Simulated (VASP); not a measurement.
Write the native input for VASP 6.6.1 that does the following.

```yaml
Task: single point
Functional: PBE
Potentials_or_basis: VASP PAW PBE potentials, release 64 (Ir)
Cutoff: 520 eV
k_mesh: 20 × 20 × 20
Occupations: gaussian, width 0.05 eV
Spin: no spin polarisation
Dipole_correction: no
Further_INCAR_settings: ALGO = Fast; EDIFF = 1e-06; NBANDS = 10
```

The structure of Ir lies in POSCAR:

```
Ir
1.0
   -1.5549666736      1.5549666736      1.5549666736
    1.5549666736     -1.5549666736      1.5549666736
    1.5549666736      1.5549666736     -1.5549666736
Ir
1
Direct
    0.0000000000      0.0000000000      0.0000000000
```

One way to write it, as run:

INCAR

```
SYSTEM = Ir
ALGO = Fast ; EDIFF = 1E-6
ENCUT = 520 ; GGA = PE
ISIF = 2 ; ISMEAR = 0
LASPH = .TRUE. ; LCHARG = .TRUE.
LELF = .TRUE. ; LREAL = .FALSE.
LVHAR = .TRUE. ; LWAVE = .FALSE.
NBANDS = 10 ; NELM = 80
PREC = Accurate ; SIGMA = 0.05
```

KPOINTS

```
k-points
0
G
  20 20 20
  0 0 0
```

Potentials or basis: VASP PAW PBE potentials, release 64 (Ir).

Command:

```console
$ cat potpaw_PBE.64/Ir/POTCAR > POTCAR
$ mpirun -np 1 vasp_std > vasp.out
```

Results of the run:

The pressure is 0.5 GPa.

It took 19 s on 1 thread of Intel(R) Xeon(R) 6975P-C (Granite Rapids), on a shared host, peak memory 0.16 GiB.
